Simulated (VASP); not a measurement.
As, 2 atoms in the cell. It takes space group P6_3/mmc (No. 194, hexagonal). The conventional cell has a = 2.897 Å, b = 2.897 Å, c = 4.830 Å, α = 90.00°, β = 90.00°, γ = 120.00°. Within 3.8 Å of As (site symmetry -6m2) lie 12 As at 2.90 to 2.94 Å. 

- Program: VASP 6.6.1
- Task: single point
- Functional: PBE
- Potentials or basis: VASP PAW PBE potentials, release 64 (As)
- Cutoff: 520 eV
- k mesh: 15 × 15 × 8
- Occupations: fermi-dirac, width 0.08 eV
- Spin: no spin polarisation
- Dipole correction: no
- Further INCAR settings: ALGO = Normal; EDIFF = 1e-07; NBANDS = 12

Potentials or basis: VASP PAW PBE potentials, release 64 (As).

The run is started by

```bash
$ cat potpaw_PBE.64/As/POTCAR > POTCAR
$ mpirun -np 1 vasp_std > vasp.out
```

Hardware: 1 thread of Intel(R) Xeon(R) Platinum 8488C (Sapphire Rapids) (shared host).

Task: How long does it take, and how much memory?

Result: It took 26 s on 1 thread of Intel(R) Xeon(R) Platinum 8488C (Sapphire Rapids), on a shared host, peak memory 0.18 GiB. Counts: scf iterations 11, k points 135.
